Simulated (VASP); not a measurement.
Al:

```
Al
1.0
     2.82708    0.00000    0.00000
    -1.41354    2.44832    0.00000
     0.00000    0.00000    9.18599
Al
4
Direct
  0.00000 0.00000 0.00000
  0.33333 0.66667 0.25000
  0.00000 0.00000 0.50000
  0.66667 0.33333 0.75000
```

This isn't the form of Al at room conditions, which is fcc.

Base run:

- Program: VASP 6.6.1
- Functional: BLYP
- Potentials or basis: VASP PAW PBE potentials, release 64 (Al)
- Cutoff: 500 eV
- k mesh: 9 × 9 × 2
- Occupations: fermi-dirac, width 0.15 eV
- Spin: no spin polarisation

Its results: band gap on the k mesh zero (bands 6 and 7 overlap by 5.38 eV); pressure 7.2 GPa.

Problem. The run is repeated on the same cell with these changes: functional from BLYP to PBEsol. What comes out?

Solution. Band gap on the k mesh zero (bands 6 and 7 overlap by 5.41 eV); pressure 2.1 GPa.

PBEsol binds more tightly than BLYP, so the same cell stands under less pressure.

Caveats: the PAW data sets were made with another functional, which shifts forces and pressure a little; the cell stands under pressure (at least some runs).
